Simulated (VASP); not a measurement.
Wanted: the native input for a VASP 6.6.1 run.

```yaml
Task: relaxation of cell and atoms
Functional: PBEsol
Potentials_or_basis: VASP PAW PBE potentials, release 64 (Nb_sv)
Cutoff: 500 eV
k_mesh: 7 × 7 × 7
Occupations: gaussian, width 0.1 eV
Spin: no spin polarisation
Target_pressure: 30 GPa
Dipole_correction: no
Further_INCAR_settings: ALGO = Normal; EDIFF = 1e-07; IBRION = 2; EDIFFG = -0.03; NSW = 80; ISIF = 3
```

The structure of Nb lies in POSCAR:

```
Nb
1.0
    0.0000000000      2.8850000000      2.8850000000
    2.8850000000      0.0000000000      2.8850000000
    2.8850000000      2.8850000000      0.0000000000
Nb
2
Direct
    1.0000000000      1.0000000000      1.0000000000
    0.2500000000      0.2500000000      0.2500000000
```

This isn't the form of Nb at room conditions, which is bcc.

The input as run:

INCAR

```
SYSTEM = Nb
PREC     = Accurate       ! precision mode
ENCUT    = 500            ! plane-wave cutoff, eV
EDIFF    = 1E-7           ! SCF threshold, eV
ISMEAR   = 0              ! smearing method
SIGMA    = 0.1            ! smearing width, eV
LREAL    = .FALSE.        ! projectors in reciprocal space
LASPH    = .TRUE.         ! aspherical terms in the spheres
NELM     = 120            ! most SCF steps
ALGO     = Normal         ! electronic algorithm
ISIF     = 3              ! what is computed and relaxed
LWAVE    = .FALSE.        ! write WAVECAR
LCHARG   = .FALSE.        ! write CHGCAR
GGA      = PS             ! functional
IBRION   = 2              ! ionic algorithm
NSW      = 80             ! ionic steps
EDIFFG   = -0.03          ! ionic threshold
PSTRESS  = 300.0        
GGA_COMPAT= .FALSE.      
NELMIN   = 4
```

KPOINTS

```
Automatic mesh
0
G
  7 7 7
  0 0 0
```

Potentials or basis: VASP PAW PBE potentials, release 64 (Nb_sv).

Run with:

```console
$ cat potpaw_PBE.64/Nb_sv/POTCAR > POTCAR
$ mpirun -np 1 vasp_std > vasp.out
```

It gave:

```yaml
Relaxed_volume: 19.35 Å³/atom
Relaxed_cell: a = 3.797 Å, b = 3.797 Å, c = 3.797 Å, α = 60.00°, β = 60.00°, γ = 60.00°
Space_group_after_relaxing_to_0.1_Å: Fd-3m (No. 227)
Energy_change_on_relaxing_the_run_minimises_the_enthalpy: +378.6 meV/atom
Ionic_steps: 5
Pressure_after_relaxing: 30.0 GPa
Band_gap_on_the_k_mesh: zero (bands 13 and 14 overlap by 2.25 eV)
```

Caveat: the cell is relaxed towards a set pressure, so the run minimises the enthalpy, not the energy; the volume moved by over 15 % at a fixed basis, so the end points are rough; the PAW data sets were made with another functional, which shifts forces and pressure a little.

It took 94 s on 1 thread of Intel(R) Xeon(R) Platinum 8259CL CPU @ 2.50GHz (Skylake/Cascade Lake) (shared host), peak memory 0.17 GiB.
